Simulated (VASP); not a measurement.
Si2W, 9 atoms in the cell. It takes space group P6_222 (No. 180, hexagonal). The conventional cell has a = 4.525 Å, b = 4.525 Å, c = 6.653 Å, α = 90.00°, β = 90.00°, γ = 120.00°. Within 3.4 Å of W (site symmetry 222) lie 10 Si at 2.58 to 2.63 Å and 4 W at 3.17 Å. Si (site symmetry 2) has 9 Si at 2.56 to 3.20 Å and 5 W at 2.58 to 2.63 Å within 3.4 Å. 

* Program: VASP 6.6.1
* Task: single point
* Functional: PBE
* Potentials or basis: VASP PAW PBE potentials, release 64 (W_sv, Si)
* Cutoff: 520 eV
* k mesh: 5 × 5 × 3
* Occupations: fermi-dirac, width 0.05 eV
* Spin: no spin polarisation
* Dipole correction: no
* Further INCAR settings: ALGO = Normal; EDIFF = 1e-06; NBANDS = 43

Potentials or basis: VASP PAW PBE potentials, release 64 (W_sv, Si).

The run is started by

```bash
$ cat potpaw_PBE.64/W_sv/POTCAR potpaw_PBE.64/Si/POTCAR > POTCAR
$ mpirun -np 1 vasp_std > vasp.out
```

Hardware: 1 thread of Intel Xeon 8259CL (shared host).

How long does it take, and how much memory?

Wall time 86 s on 1 thread of Intel Xeon 8259CL, with other jobs on the host, peak memory 0.25 GiB. Counts: scf iterations 14, k points 10.
